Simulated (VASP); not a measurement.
Input of a VASP 6.6.1 run:

INCAR

```
PREC = Accurate
ENCUT = 520
EDIFF = 1E-6
ISMEAR = 0
SIGMA = 0.15
LREAL = F
LASPH = T
NELM = 100
ALGO = Fast
ISIF = 2
LWAVE = F
LCHARG = F
GGA = PE
NBANDS = 26
```

The input KPOINTS:

```
Automatic mesh
0
Gamma
  10 10 10
```

POSCAR

```
Al2Cu
1.0
   -2.9656500000      2.9656500000      2.3680500000
    2.9656500000     -2.9656500000      2.3680500000
    2.9656500000      2.9656500000     -2.3680500000
Al Cu
4 2
Direct
    0.1587211657      0.6587211657      0.8174423314
    0.6587211657      0.8412788343      0.5000000000
    0.8412788343      0.3412788343      0.1825576686
    0.3412788343      0.1587211657      0.5000000000
    0.7500000000      0.7500000000      0.0000000000
    0.2500000000      0.2500000000      0.0000000000
```

Potentials or basis: VASP PAW PBE potentials, release 64 (Al, Cu).

Launch:

```bash
$ cat potpaw_PBE.64/Al/POTCAR potpaw_PBE.64/Cu/POTCAR > POTCAR
$ mpirun -np 1 vasp_std > vasp.out
```

Predict the largest force.

0.088 eV/Å.

What does it give for the band gap on the k mesh?

Zero (band 17 reaches 11.50 eV, above the bottom of band 18 at 6.86 eV).

Predict the pressure.

8.5 GPa.

Stress tensor (GPa, compression positive):
```
7.94 0.00 0.00
0.00 7.94 0.00
0.00 0.00 9.62
```
